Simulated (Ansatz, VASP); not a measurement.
# One calculation of W, two programs

File INCAR:

```
ALGO = Normal
EDIFF = 1E-6
ENCUT = 520
GGA = PS
ISIF = 2
ISMEAR = -1
LASPH = True
LCHARG = False
LREAL = False
LWAVE = False
NBANDS = 36
NELM = 60
PREC = Accurate
SIGMA = 0.1
```

Contents of KPOINTS:

```
k-points
0
Gamma
  15 15 4
```

File POSCAR:

```
W
1.0
    2.7979792934      0.0000000000      0.0000000000
   -1.3989896467      2.4231211473      0.0000000000
    0.0000000000      0.0000000000      9.8330759838
W
4
Direct
    0.0000000000      0.0000000000      1.0000000000
    0.0000000000      0.0000000000      0.5000000000
    0.3333333333      0.6666666667      0.2500000000
    0.6666666667      0.3333333333      0.7500000000
```

Input for Ansatz:

```yaml
crystal:
  lattice:
    - [2.7979792934, 0.0, 0.0]
    - [-1.3989896467, 2.4231211473, 0.0]
    - [0.0, 0.0, 9.8330759838]
  atoms:
    - { symbol: W, position: [0.0, 0.0, 1.0] }
    - { symbol: W, position: [0.0, 0.0, 0.5] }
    - { symbol: W, position: [0.3333333333, 0.6666666667, 0.25] }
    - { symbol: W, position: [0.6666666667, 0.3333333333, 0.75] }
hamiltonian:
  xc: pbesol
  pseudopotentials:
    kind: paw
    azcp:
      W: "pseudopotentials/W.paw.azcp"
basis:
  ecutwfc: 420
  fft_grid_basis: typed
kpoints:
  mp_grid: { grid: [15, 15, 4], shift: [0, 0, 0] }
magnetization:
  spin_polarized: false
scf:
  occupations: { method: fermi_dirac, width: 0.1 }
  lower_state_search: "off"
output:
  stress: true
```

Alike in both runs: task single point; functional PBEsol; k mesh 15 × 15 × 4; occupations fermi-dirac, width 0.1 eV; no spin polarisation.

|  | VASP | Ansatz |
| --- | --- | --- |
| version | VASP 6.6.1 | Ansatz 0.2.0 |
| potentials or method | VASP PAW PBE potentials, release 64 (W_sv), cutoff 520 eV | plane waves (420 eV) with PAW, scalar-relativistic |
| valence electrons in the cell | 56 | 56 |

```csv
,VASP,Ansatz,Ansatz less VASP
pressure (GPa),-10.5,-11.0,-0.45
"traceless stress, the component that is largest in VASP (GPa)",0.82,0.90,+0.077
```

VASP's potentials were made for PBE, not for PBEsol, and Ansatz warns of the same on its side.

Spin-orbit coupling is off throughout.
